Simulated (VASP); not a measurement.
# Ga (Cmcm) in VASP: notebook

Runs on Ga. Level: PBEsol. Tasks: single point.

All numbers are computed with VASP 6.6.1; they aren't measurements. Logs are shortened: lines on timing, memory, paths and dates and some standing lists are left out, and cuts for length are marked.

### Step 1. The cell of the first run

It takes space group Cmcm (No. 63, orthorhombic). The conventional cell has a = 2.709 Å, b = 7.839 Å, c = 3.276 Å, α = 90.00°, β = 90.00°, γ = 90.00°. Within 3.5 Å of Ga (site symmetry m2m) lie 10 Ga at 2.66 to 3.28 Å.

### Step 2. Single point, PBEsol (volume scaled by 0.97, then relaxed in part)

INCAR

```
SYSTEM = Ga
  PREC = Accurate
  ENCUT = 520
  EDIFF = 1E-6
  ISMEAR = 0
  SIGMA = 0.1
  LREAL = .FALSE.
  LASPH = .TRUE.
  NELM = 100
  ALGO = Fast
  ISIF = 2
  LWAVE = .FALSE.
  LCHARG = .FALSE.
  GGA = PS
  NBANDS = 20
```

KPOINTS

```
Automatic mesh
0
G
  16 16 14
  0 0 0
```

POSCAR

```
Ga
1.0
    1.3545087628     -3.9195866896      0.0000000000
    1.3545087628      3.9195866896      0.0000000000
    0.0000000000      0.0000000000      3.2760802138
Ga
2
Direct
    0.8662752442      0.1337247558      0.2500000000
    0.1337247558      0.8662752442      0.7500000000
```

Potentials or basis: VASP PAW PBE potentials, release 64 (Ga_d).

The run is started by

```bash
> cat potpaw_PBE.64/Ga_d/POTCAR > POTCAR
> mpirun -np 1 vasp_std > vasp.out
```

OUTCAR:

```text
SYSTEM = Ga
   PREC = Accurate
   ENCUT = 520
   EDIFF = 1E-6
   ISMEAR = 0
   LREAL = .FALSE.
   LASPH = .TRUE.
   NELM = 100
   ISIF = 2
   GGA = PS

 ion  position               nearest neighbor table
   1  0.866  0.134  0.250-   2 2.66   2 2.66   2 2.80   2 2.80   2 2.80   2 2.80
   2  0.134  0.866  0.750-   1 2.66   1 2.66   1 2.80   1 2.80   1 2.80   1 2.80

  LATTYP: Found a base centered orthorhombic cell.
 ALAT       =     2.7090175256
 B/A-ratio  =     2.8937329881
 C/A-ratio  =     1.2093241121

  Lattice vectors:

 A1 = (   1.3545087628,  -3.9195866896,   0.0000000000)
 A2 = (   1.3545087628,   3.9195866896,   0.0000000000)
 A3 = (   0.0000000000,   0.0000000000,   3.2760802138)

Analysis of symmetry for initial positions (statically):
=====================================================================
 Subroutine PRICEL returns:
 Original cell was already a primitive cell.

 Routine SETGRP: Setting up the symmetry group for a
 base centered orthorhombic supercell.

 Subroutine GETGRP returns: Found  8 space group operations
 (whereof  4 operations were pure point group operations)
 out of a pool of  8 trial point group operations.

The static configuration has the point symmetry C_2h.
 The point group associated with its full space group is D_2h.

Analysis of symmetry for dynamics (positions and initial velocities):
=====================================================================
 Subroutine PRICEL returns:
 Original cell was already a primitive cell.

 Routine SETGRP: Setting up the symmetry group for a
 base centered orthorhombic supercell.

 Subroutine GETGRP returns: Found  8 space group operations
 (whereof  4 operations were pure point group operations)
 out of a pool of  8 trial point group operations.

The dynamic configuration has the point symmetry C_2h.
 The point group associated with its full space group is D_2h.

 Subroutine INISYM returns: Found  8 space group operations
 (whereof  4 operations are pure point group operations),
 and found     1 'primitive' translations

----------------------------------------------------------------------------------------

                                     Primitive cell

  volume of cell :      34.7862

  direct lattice vectors                    reciprocal lattice vectors
     1.354508763 -3.919586690  0.000000000     0.369137516 -0.127564470  0.000000000
     1.354508763  3.919586690  0.000000000     0.369137516  0.127564470  0.000000000
     0.000000000  0.000000000  3.276080214     0.000000000  0.000000000  0.305242831

  length of vectors
     4.147029516  4.147029516  3.276080214     0.390557550  0.390557550  0.305242831

  position of ions in fractional coordinates (direct lattice)
     0.866275244  0.133724756  0.250000000
     0.133724756  0.866275244  0.750000000

  ion indices of the primitive-cell ions
   primitive index   ion index
                 1           1
                 2           2

----------------------------------------------------------------------------------------

 KPOINTS: Automatic mesh

Automatic generation of k-mesh.
 Grid dimensions read from file:
 generate k-points for:   16   16   14

 Generating k-lattice:

  Cartesian coordinates                     Fractional coordinates (reciprocal lattice)
     0.023071095 -0.007972779  0.000000000     0.062500000 -0.000000000  0.000000000
     0.023071095  0.007972779  0.000000000    -0.000000000  0.062500000  0.000000000
     0.000000000  0.000000000  0.021803059     0.000000000  0.000000000  0.071428571

  Length of vectors
     0.024409847  0.024409847  0.021803059

  Shift w.r.t. Gamma in fractional coordinates (k-lattice)
     0.000000000  0.000000000  0.000000000

 Subroutine IBZKPT returns following result:
 ===========================================

 Found    584 irreducible k-points:

 Following reciprocal coordinates:
            Coordinates               Weight
  0.000000  0.000000  0.000000      1.000000
  0.062500  0.000000  0.000000      4.000000
  0.125000  0.000000  0.000000      4.000000
  0.187500  0.000000  0.000000      4.000000
  0.250000  0.000000  0.000000      4.000000
  0.312500  0.000000  0.000000      4.000000
[... 16 lines left out ...]
 -0.125000  0.062500  0.000000      4.000000
 -0.062500  0.062500  0.000000      2.000000
 [... further k-points ...]
   k-points           NKPTS =    584   k-points in BZ     NKDIM =    584   number of bands    NBANDS=     20
   number of dos      NEDOS =    301   number of ions     NIONS =      2
   total plane-waves  NPLWV =  24576
   dimension x,y,z NGX =    32 NGY =   32 NGZ =   24
   dimension x,y,z NGXF=    64 NGYF=   64 NGZF=   48
   ions per type =               2
   NGX,Y,Z   is equivalent  to a cutoff of  12.83, 12.83, 12.18 a.u.
   NGXF,Y,Z  is equivalent  to a cutoff of  25.66, 25.66, 24.36 a.u.
 SYSTEM =  Ga
   PREC   = accura    normal or accurate (medium, high low for compatibility)
   ISTART =      0    job   : 0-new  1-cont  2-samecut
   ICHARG =      2    charge: 1-file 2-atom 10-const
   ISPIN  =      1    spin polarized calculation?
   LNONCOLLINEAR =      F non collinear calculations
   LSORBIT =      F    spin-orbit coupling
   LASPH  =      T    aspherical Exc in radial PAW
   ENCUT  =  520.0 eV  38.22 Ry    6.18 a.u.   7.71  7.71  6.09*2*pi/ulx,y,z
   NELM   =    100;   NELMIN=  2; NELMDL= -5     # of ELM steps
   EDIFF  = 0.1E-05   stopping-criterion for ELM
   LREAL  =      F    real-space projection
   EDIFFG = 0.1E-04   stopping-criterion for IOM
   NSW    =      0    number of steps for IOM
   IBRION =     -1    ionic relax: 0-MD 1-quasi-New 2-CG
   NFREE  =      0    steps in history (QN), initial steepest desc. (CG)
   ISIF   =      2    stress and relaxation
   ISYM   =      2    0-nonsym 1-usesym 2-fastsym
   POTIM  = 0.5000    time-step for ionic-motion
   TEBEG  =    0.0;   TEEND  =   0.0 temperature during run
   PSTRESS=    0.0 pullay stress
   NELECT =      26.0000    total number of electrons
   NUPDOWN=      -1.0000    fix difference up-down
   EMIN   =  10.00;   EMAX   =-10.00  energy-range for DOS
   EFERMI =   0.00;   METHOD = LEGACY
   ISMEAR =     0;   SIGMA  =   0.10  broadening in eV -4-tet -1-fermi 0-gaus
   EFERMI_NEDOS =   21; number of points for ismear=-14 and -15
   IALGO  =     68    algorithm
   IMIX   =      4    mixing-type and parameters
     AMIX     =   0.40;   BMIX     =  1.00
     AMIX_MAG =   1.60;   BMIX_MAG =  1.00
  volume/ion in A,a.u.               =      17.39       117.37
  Fermi-wavevector in a.u.,A,eV,Ry     =   1.485698  2.807561 30.032102  2.207297
  Thomas-Fermi vector in A             =   2.599077
   LORBIT       =      0    0 simple, 1 ext, 2 COOP (PROOUT), +10 PAW based schemes
   GGA     = PS    functional components
   LHFCALC =     F    Hartree Fock is set to
   AEXX    =    0.0000 exact exchange contribution
   IVDW    =     0    specifies the selected vdW correction
   LEPSILON=     F    determine dielectric tensor
   LRPA    =     F    only Hartree local field effects (RPA)
 non-spin polarized calculation
 RMM-DIIS sequential band-by-band and
 Gauss-broadening in eV      SIGMA  =   0.10
  energy-cutoff  :      520.00
  volume of cell :       34.79
 maximum number of plane-waves:       958
   NGX = 15   NGY = 15   NGZ = 13

 number of electron      26.0000007 magnetization

 Free energy of the ion-electron system (eV)
  ---------------------------------------------------
  ext. energy  EPLUGINS =         0.00000000
  ---------------------------------------------------
  free energy    TOTEN  =        -6.68005180 eV

  energy without entropy =       -6.67664894  energy(sigma->0) =       -6.67835037

 E-fermi :   6.2020     XC(G=0): -11.5224

 val. band max:        6.1902444708   @ k =   0.5000   0.1250   0.4286
 cond. band min:       6.2132281166   @ k =   0.4375   0.2500   0.2857
 fundamental gap:      0.0229836457
 Fermi energy:         6.2020198331

 k-point     1 :       0.0000    0.0000    0.0000
  band No.  band energies     occupation
      1      -9.0859      2.00000
      2      -9.0806      2.00000
      3      -9.0234      2.00000
      4      -9.0210      2.00000
      5      -8.6964      2.00000
      6      -8.6951      2.00000
[... 12 lines left out ...]
     19      17.3672      0.00000
     20      19.7061      0.00000

 k-point     2 :       0.0625    0.0000    0.0000
  band No.  band energies     occupation
      1      -9.0772      2.00000
      2      -9.0770      2.00000
      3      -9.0197      2.00000
      4      -8.9978      2.00000
      5      -8.7035      2.00000
      6      -8.7032      2.00000
[... 12 lines left out ...]
     19      17.6062      0.00000
     20      20.3077      0.00000

 k-point     3 :       0.1250    0.0000    0.0000
  band No.  band energies     occupation
      1      -9.0667      2.00000
      2      -9.0556      2.00000
      3      -8.9938      2.00000
      4      -8.9457      2.00000
      5      -8.7276      2.00000
      6      -8.7242      2.00000
[... 12 lines left out ...]
     19      17.7295      0.00000
     20      20.8372      0.00000

 k-point     4 :       0.1875    0.0000    0.0000
  band No.  band energies     occupation
      1      -9.0518      2.00000
      2      -9.0290      2.00000
      3      -8.9516      2.00000
      4      -8.8774      2.00000
      5      -8.7644      2.00000
      6      -8.7526      2.00000
[... 12 lines left out ...]
     19      17.8455      0.00000
     20      21.6039      0.00000

 k-point     5 :       0.2500    0.0000    0.0000
  band No.  band energies     occupation
      1      -9.0357      2.00000
      2      -9.0021      2.00000
      3      -8.9098      2.00000
      4      -8.8479      2.00000
      5      -8.8090      2.00000
      6      -8.7355      2.00000
[... 12 lines left out ...]
     19      18.0040      0.00000
     20      22.0519      0.00000

 k-point     6 :       0.3125    0.0000    0.0000
  band No.  band energies     occupation
      1      -9.0215      2.00000
      2      -8.9826      2.00000
      3      -8.8930      2.00000
      4      -8.8651      2.00000
      5      -8.8549      2.00000
      6      -8.7241      2.00000
[... 12 lines left out ...]
     19      18.1972      0.00000
     20      20.1576      0.00000

 k-point     7 :       0.3750    0.0000    0.0000
  band No.  band energies     occupation
      1      -9.0112      2.00000
      2      -8.9842      2.00000
      3      -8.8966      2.00000
      4      -8.8954      2.00000
      5      -8.8687      2.00000
      6      -8.7306      2.00000
[... 12 lines left out ...]
     19      18.0834      0.00000
     20      18.7704      0.00000
[... 277 lines left out ...]
 k-point    20 :      -0.3125    0.0625    0.0000
  band No.  band energies     occupation
      1      -9.0173      2.00000
      2      -8.9908      2.00000
      3      -8.9235      2.00000
      4      -8.8469      2.00000
      5      -8.8247      2.00000
      6      -8.7310      2.00000
[... 12 lines left out ...]
     19      17.3284      0.00000
     20      21.4522      0.00000

 k-point    21 :      -0.2500    0.0625    0.0000
  band No.  band energies     occupation
      1      -9.0348      2.00000
      2      -9.0187      2.00000
      3      -8.9693      2.00000
      4      -8.8554      2.00000
      5      -8.7780      2.00000
      6      -8.7685      2.00000
[... 12 lines left out ...]
     19      17.2122      0.00000
     20      22.7795      0.00000

 k-point    22 :      -0.1875    0.0625    0.0000
  band No.  band energies     occupation
      1      -9.0527      2.00000
      2      -9.0521      2.00000
      3      -9.0089      2.00000
      4      -8.9204      2.00000
      5      -8.7435      2.00000
      6      -8.7378      2.00000
[... 12 lines left out ...]
     19      17.2072      0.00000
     20      21.8753      0.00000

 k-point    23 :      -0.1250    0.0625    0.0000
  band No.  band energies     occupation
      1      -9.0793      2.00000
      2      -9.0671      2.00000
      3      -9.0323      2.00000
      4      -8.9736      2.00000
      5      -8.7183      2.00000
      6      -8.7100      2.00000
[... 12 lines left out ...]
     19      17.3093      0.00000
     20      20.2837      0.00000

 k-point    24 :      -0.0625    0.0625    0.0000
  band No.  band energies     occupation
      1      -9.0877      2.00000
      2      -9.0756      2.00000
      3      -9.0381      2.00000
      4      -8.9998      2.00000
      5      -8.7048      2.00000
      6      -8.6984      2.00000
[... 12 lines left out ...]
     19      17.5024      0.00000
     20      19.1503      0.00000

 [... further k-points ...]
[... 5 lines left out ...]
  --------------------------------------------------------------------------------------
  -------------------------------------------------------------------------------------
  Total        0.4635933      0.4801757      0.4664905      0.0000000      0.0000000      0.0000000
  in kB       21.3521240     22.1158766     21.4855657      0.0000000      0.0000000      0.0000000
  external PRESSURE =      21.6511888 kB  Pullay stress =       0.0000000 kB

 VOLUME and BASIS-vectors are now :
 -----------------------------------------------------------------------------
  energy-cutoff  :      520.00
  volume of cell :       34.79
      direct lattice vectors                 reciprocal lattice vectors
     1.354508763 -3.919586690  0.000000000     0.369137516 -0.127564470  0.000000000
     1.354508763  3.919586690  0.000000000     0.369137516  0.127564470  0.000000000
     0.000000000  0.000000000  3.276080214     0.000000000  0.000000000  0.305242831

 POSITION                                       TOTAL-FORCE (eV/Angst)
 -----------------------------------------------------------------------------------
      1.35451     -2.87130      0.81902         0.000000     -0.000484      0.000000
      1.35451      2.87130      2.45706         0.000000      0.000484     -0.000000
 -----------------------------------------------------------------------------------
    total drift:                               -0.000000     -0.000000      0.000000

  FREE ENERGIE OF THE ION-ELECTRON SYSTEM (eV)
  ---------------------------------------------------
  free  energy   TOTEN  =        -6.6800517981 eV

  energy  without entropy=       -6.6766489449  energy(sigma->0) =       -6.67835037
```

Run time: 8.1 min. Hardware: 1 thread of Intel Xeon 8259CL, shared host; peak memory 0.42 GiB.

Results:

* Free energy: -6.6801 eV
* Pressure: 2.2 GPa
* Band gap on the k mesh: zero (band 13 reaches 10.35 eV, above the bottom of band 14 at 1.44 eV)

Levels at points of the mesh, in eV from the Fermi level:
| k point | band 9 | band 10 | band 11 | band 12 | band 13 | band 14 | band 15 | band 16 | band 17 | band 18 |
| --- | --- | --- | --- | --- | --- | --- | --- | --- | --- | --- |
| (0.00, 0.00, 0.00) | -14.83 | -14.68 | -11.84 | -2.26 | -1.42 | 1.42 | 5.32 | 9.91 | 10.66 | 10.96 |
| (0.50, 0.00, 0.00) | -14.75 | -14.71 | -6.26 | -5.46 | -1.56 | 0.16 | 6.15 | 6.82 | 8.72 | 9.67 |
| (0.50, 0.50, 0.00) | -14.79 | -14.75 | -9.69 | -8.90 | 3.80 | 4.74 | 5.98 | 6.26 | 7.73 | 11.33 |
| (0.00, 0.00, 0.50) | -14.75 | -14.75 | -8.24 | -8.24 | 1.65 | 1.65 | 2.67 | 2.67 | 12.23 | 12.23 |
| (0.50, 0.00, 0.50) | -14.70 | -14.70 | -2.95 | -2.95 | -1.84 | -1.84 | 2.04 | 2.04 | 4.58 | 4.58 |
| (0.50, 0.50, 0.50) | -14.84 | -14.84 | -6.27 | -6.27 | -4.77 | -4.77 | 11.36 | 11.36 | 12.50 | 12.50 |

Caveat: the PAW data sets were made with another functional, which shifts forces and pressure a little.

### Step 3. Single point, PBEsol (volume scaled by 1.02, then relaxed in part)

INCAR

```
SYSTEM = Ga
  ALGO = Fast
  EDIFF = 1E-6
  ENCUT = 520
  GGA = PS
  ISIF = 2
  ISMEAR = -1
  LASPH = .TRUE.
  LCHARG = .TRUE.
  LELF = .TRUE.
  LREAL = .FALSE.
  LVHAR = .TRUE.
  LWAVE = .FALSE.
  NBANDS = 20
  NELM = 60
  PREC = Accurate
  SIGMA = 0.15
```

KPOINTS

```
k-points
0
G
  16 16 14
  0 0 0
```

POSCAR

```
Ga
1.0
    1.3777805822     -3.9950234625      0.0000000000
    1.3777805822      3.9950234625      0.0000000000
    0.0000000000      0.0000000000      3.3303883258
Ga
2
Direct
    0.8661866468      0.1338133532      0.2500000000
    0.1338133532      0.8661866468      0.7500000000
```

Potentials or basis: VASP PAW PBE potentials, release 64 (Ga_d).

The run is started by

```bash
> cat potpaw_PBE.64/Ga_d/POTCAR > POTCAR
> mpirun -np 1 vasp_std > vasp.out
```

OUTCAR:

```text
SYSTEM = Ga
   EDIFF = 1E-6
   ENCUT = 520
   GGA = PS
   ISIF = 2
   ISMEAR = -1
   LASPH = .TRUE.
   LREAL = .FALSE.
   NELM = 60
   PREC = Accurate

 ion  position               nearest neighbor table
   1  0.866  0.134  0.250-   2 2.71   2 2.71   2 2.85   2 2.85   2 2.85   2 2.85
   2  0.134  0.866  0.750-   1 2.71   1 2.71   1 2.85   1 2.85   1 2.85   1 2.85

  LATTYP: Found a base centered orthorhombic cell.
 ALAT       =     2.7555611644
 B/A-ratio  =     2.8996079014
 C/A-ratio  =     1.2086062065

  Lattice vectors:

[... 192 lines left out ...]
      4      -9.4444      2.00000
      5      -9.1620      2.00000
      6      -9.1616      2.00000
[... 541 lines left out ...]
     19      16.5537      0.00000
     20      18.2751      0.00000

 [... further k-points ...]
[... 5 lines left out ...]
  --------------------------------------------------------------------------------------
  -------------------------------------------------------------------------------------
  Total       -0.2340641     -0.2382030     -0.2394059      0.0000000      0.0000000      0.0000000
  in kB      -10.2287180    -10.4095871    -10.4621564      0.0000000      0.0000000      0.0000000
  external PRESSURE =     -10.3668205 kB  Pullay stress =       0.0000000 kB

 VOLUME and BASIS-vectors are now :
 -----------------------------------------------------------------------------
  energy-cutoff  :      520.00
  volume of cell :       36.66
      direct lattice vectors                 reciprocal lattice vectors
     1.377780582 -3.995023462  0.000000000     0.362902487 -0.125155711  0.000000000
     1.377780582  3.995023462  0.000000000     0.362902487  0.125155711  0.000000000
     0.000000000  0.000000000  3.330388326     0.000000000  0.000000000  0.300265285

 POSITION                                       TOTAL-FORCE (eV/Angst)
 -----------------------------------------------------------------------------------
      1.37778     -2.92585      0.83260         0.000000     -0.000677      0.000000
      1.37778      2.92585      2.49779         0.000000      0.000677     -0.000000
 -----------------------------------------------------------------------------------
    total drift:                               -0.000000     -0.000000      0.000000

  FREE ENERGIE OF THE ION-ELECTRON SYSTEM (eV)
  ---------------------------------------------------
  free  energy   TOTEN  =        -6.7083467724 eV

  energy  without entropy=       -6.6569627856  energy(sigma->0) =       -6.68265478
```

OSZICAR:

```text
N       E                     dE             d eps       ncg     rms          rms(c)
DAV:   1     0.129553185873E+03    0.12955E+03   -0.13243E+04 24692   0.247E+03
DAV:   2     0.442333177931E+01   -0.12513E+03   -0.12205E+03 24040   0.381E+02
DAV:   3    -0.663127203952E+01   -0.11055E+02   -0.10991E+02 26408   0.940E+01
DAV:   4    -0.679632794298E+01   -0.16506E+00   -0.16494E+00 26616   0.126E+01
DAV:   5    -0.679917866157E+01   -0.28507E-02   -0.28506E-02 26748   0.162E+00    0.156E+00
RMM:   6    -0.672313008832E+01    0.76049E-01   -0.13298E-01 31444   0.442E+00    0.754E-01
RMM:   7    -0.670999060311E+01    0.13139E-01   -0.32589E-02 32661   0.174E+00    0.228E-01
RMM:   8    -0.670828647469E+01    0.17041E-02   -0.36772E-03 34225   0.584E-01    0.189E-02
RMM:   9    -0.670832960884E+01   -0.43134E-04   -0.61759E-04 34207   0.303E-01    0.125E-02
RMM:  10    -0.670834467241E+01   -0.15064E-04   -0.18411E-04 38964   0.127E-01    0.483E-03
RMM:  11    -0.670834660437E+01   -0.19320E-05   -0.17895E-05 30488   0.373E-02    0.204E-03
RMM:  12    -0.670834677236E+01   -0.16799E-06   -0.37656E-06 20237   0.211E-02
   1 F= -.67083468E+01 E0= -.66826548E+01  d E =-.513840E-01
```

Wall time 5 min (1 thread of Intel Xeon Platinum 8259CL at 2.50GHz (Skylake/Cascade Lake), shared host); peak memory 0.44 GiB.

Results:

* Free energy: -6.7083 eV
* Pressure: -1.0 GPa
* Band gap on the k mesh: zero (band 13 reaches 9.72 eV, above the bottom of band 14 at 1.19 eV)

Caveat: the PAW data sets were made with another functional, which shifts forces and pressure a little.
